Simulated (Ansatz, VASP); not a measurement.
## Te2Mo in VASP and in Ansatz

```
Te Mo
1.0
     3.46655    0.00000    0.00000
    -1.73327    3.00212    0.00000
     0.00000    0.00000   17.51981
Te Mo
2 1
Direct
  0.33333 0.66667 0.89753
  0.33333 0.66667 0.10247
  0.00000 0.00000 0.00000
```

Alike in both runs: task single point; functional LDA; k mesh 12 × 12 × 2; occupations gaussian, width 0.05 eV; no spin polarisation.

|  | VASP | Ansatz |
| --- | --- | --- |
| version | VASP 6.6.1 | Ansatz 0.2.0 |
| potentials or method | VASP PAW LDA potentials, release 64 (Te, Mo_sv), cutoff 520 eV | scalar-relativistic, plane waves, PAW |
| valence electrons in the cell | 26 | 46 |

```csv
,VASP,Ansatz,Ansatz less VASP
gap on the k mesh at the Fermi level (eV),1.24,1.24,-0.001
least direct gap on the mesh (eV),1.24,1.24,-0.001
rms of the force components (eV/Å),0.025,0.002,-0.0231
```

LDA's correlation is that of Perdew and Zunger in VASP and of Perdew and Wang (1992) in Ansatz. Atom by atom the forces differ by 0.027 eV/Å (rms over components). VASP's potentials hold 26 valence electrons a cell and Ansatz's 46, so a difference there can come from the potentials and not from the codes. Ansatz's warnings: xc potential rough in thin density.

Neither program's run includes spin-orbit coupling.
